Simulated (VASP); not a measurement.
Be2C:

```
Be C
1.0
     0.00000    2.16417    2.16417
     2.16417    0.00000    2.16417
     2.16417    2.16417    0.00000
Be C
2 1
Cartesian
  1.0821 1.0821 1.0821
  3.2463 3.2463 3.2463
  0.0000 0.0000 0.0000
```

Base run:

```yaml
Program: VASP 6.6.1
Functional: r2SCAN
Potentials_or_basis: VASP PAW PBE potentials, release 64 (Be, C)
Cutoff: 660 eV
k_mesh: 9 × 9 × 9
Occupations: gaussian, width 0.01 eV
Spin: no spin polarisation
```

Its results: band gap on the k mesh 1.68 eV (least direct gap 4.62 eV); pressure -0.3 GPa.

Problem. The run is repeated on the same cell with these changes: functional from r2SCAN to PBE; cutoff from 660 eV to 600 eV; k mesh from 9 × 9 × 9 to 7 × 7 × 7. What comes out?

Solution. Band gap on the k mesh 1.39 eV (least direct gap 4.13 eV); pressure 0.3 GPa.

Several settings changed at once.

Caveats: an odd mesh through Γ misses points on the zone boundary, where band edges can lie; the PAW data sets were made with another functional, which shifts forces and pressure a little (at least some runs).
